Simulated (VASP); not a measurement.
Write the native input for VASP 6.6.1 that does the following.

```
Task                   : single point
Functional             : PBE
Dispersion             : D3(BJ)
Potentials or basis    : VASP PAW PBE potentials, release 64 (Ti_sv, Al)
Cutoff                 : 520 eV
k mesh                 : 16 × 16 × 16
Occupations            : gaussian, width 0.1 eV
Spin                   : no spin polarisation
Dipole correction      : no
Further INCAR settings : ALGO = Fast; EDIFF = 1e-06; NBANDS = 18
```

The structure of TiAl3 lies in POSCAR:

```
TiAl3
1.0
   -1.8973248717      1.8973248717      4.2484999501
    1.8973248717     -1.8973248717      4.2484999501
    1.8973248717      1.8973248717     -4.2484999501
Ti Al
1 3
Direct
    0.0000000000      0.0000000000      0.0000000000
    0.5000000000      0.5000000000      0.0000000000
    0.7500000000      0.2500000000      0.5000000000
    0.2500000000      0.7500000000      0.5000000000
```

One way to write it, as run:

INCAR

```
SYSTEM = TiAl3
PREC = Accurate
ENCUT = 520
EDIFF = 1E-6
ISMEAR = 0
SIGMA = 0.1
LREAL = .FALSE.
LASPH = .TRUE.
NELM = 80
ALGO = Fast
ISIF = 2
LWAVE = .FALSE.
LCHARG = .FALSE.
GGA = PE
IVDW = 12
NBANDS = 18
```

KPOINTS

```
Automatic mesh
0
G
  16 16 16
  0 0 0
```

Potentials or basis: VASP PAW PBE potentials, release 64 (Ti_sv, Al).

Command:

```bash
$ cat potpaw_PBE.64/Ti_sv/POTCAR potpaw_PBE.64/Al/POTCAR > POTCAR
$ mpirun -np 1 vasp_std > vasp.out
```

Results of the run:

* Pressure: -0.1 GPa
* Band gap on the k mesh: zero (an odd number of electrons rules out a gap without spin polarisation)
* Dispersion energy per atom: -0.435 eV

Run time: 14 min on 1 thread of Intel(R) Xeon(R) 6975P-C (Granite Rapids), with other jobs on the host, peak memory 0.53 GiB.
